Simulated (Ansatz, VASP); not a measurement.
# P: VASP beside Ansatz

File INCAR:

```
SYSTEM = P
ALGO = Normal ; EDIFF = 1E-6
ENCUT = 520 ; GGA = CA
ISIF = 2 ; ISMEAR = 0
LASPH = .TRUE. ; LCHARG = .TRUE.
LELF = .TRUE. ; LREAL = .FALSE.
LVHAR = .TRUE. ; LWAVE = .FALSE.
NBANDS = 12 ; NELM = 100
PREC = Accurate ; SIGMA = 0.15
```

File KPOINTS:

```
k-points
0
G
  20 20 20
  0 0 0
```

Contents of POSCAR:

```
P
1.0
   -1.6642228514      2.4745907642      1.9204037180
    1.6642228514     -2.4745907642      1.9204037180
    1.6642228514      2.4745907642     -1.9204037180
P
2
Direct
    0.8033091100      0.0533091100      0.7500000000
    0.1966908900      0.9466908900      0.2500000000
```

Input for Ansatz:

```yaml
crystal:
  lattice:
    - [-1.6642228514, 2.4745907642, 1.920403718]
    - [1.6642228514, -2.4745907642, 1.920403718]
    - [1.6642228514, 2.4745907642, -1.920403718]
  atoms:
    - { symbol: P, position: [0.80330911, 0.05330911, 0.75] }
    - { symbol: P, position: [0.19669089, 0.94669089, 0.25] }
basis:
  ecutwfc: 650.0
kpoints:
  mp_grid: { grid: [20, 20, 20] }
hamiltonian:
  xc: lda
scf:
  occupations: { method: gaussian, width: 0.15 }
output:
  forces: true
  stress: true
  eigenvalues: true
```

Alike in both runs: task single point; functional LDA; k mesh 20 × 20 × 20; occupations gaussian, width 0.15 eV; no spin polarisation.

|  | VASP | Ansatz |
| --- | --- | --- |
| version | VASP 6.6.1 | Ansatz 0.2.0 |
| potentials or method | VASP PAW LDA potentials, release 64 (P), cutoff 520 eV | scalar-relativistic, plane waves, PAW |
| valence electrons in the cell | 10 | 10 |

```tsv
	VASP	Ansatz	Ansatz less VASP
gap on the k mesh at the Fermi level (eV)	none	none	-
pressure (GPa)	-1.9	-1.7	+0.18
traceless stress, the component that is largest in VASP (GPa)	-4.04	-3.95	+0.094
rms of the force components (eV/Å)	0.018	0.043	+0.0252
```

LDA's correlation is that of Perdew and Zunger in VASP and of Perdew and Wang (1992) in Ansatz. Atom by atom the forces differ by 0.025 eV/Å (rms over components). A gap of «none» marks a metal or a gap that the smearing closes.
